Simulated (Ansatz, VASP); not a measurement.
Two plane-wave programs on C

```
C
1.0
     2.51806    0.00000    0.00000
    -1.25903    2.18071    0.00000
     0.00000    0.00000    8.30469
C
8
Direct
  0.99175 0.98349 0.09297
  0.99175 0.98349 0.59297
  0.99175 0.98349 0.40703
  0.99175 0.98349 0.90703
  0.34159 0.68318 0.15553
  0.67492 0.34984 0.65553
  0.34159 0.68318 0.34447
  0.67492 0.34984 0.84447
```

Change from the starting cell: mode 14 frozen in at -0.036 Å, equal normal strain along x, y and z +0.0000.

Alike in both runs: task single point; functional PBE; k mesh 12 × 12 × 4; occupations gaussian, width 0.05 eV; no spin polarisation.

|  | VASP | Ansatz |
| --- | --- | --- |
| version | VASP 6.6.1 | Ansatz 0.2.0 |
| potentials or method | VASP PAW PBE potentials, release 64 (C), cutoff 520 eV | scalar-relativistic, plane waves, PAW |
| valence electrons in the cell | 32 | 32 |

```tsv
	VASP	Ansatz	Ansatz less VASP
gap on the k mesh at the Fermi level (eV)	3.91	3.92	+0.010
least direct gap on the mesh (eV)	4.45	4.45	+0.005
pressure (GPa)	2.6	2.0	-0.63
traceless stress, the component that is largest in VASP (GPa)	1.42	1.40	-0.022
rms of the force components (eV/Å)	1.317	1.306	-0.0110
```

Atom by atom the forces differ by 0.011 eV/Å (rms over components).
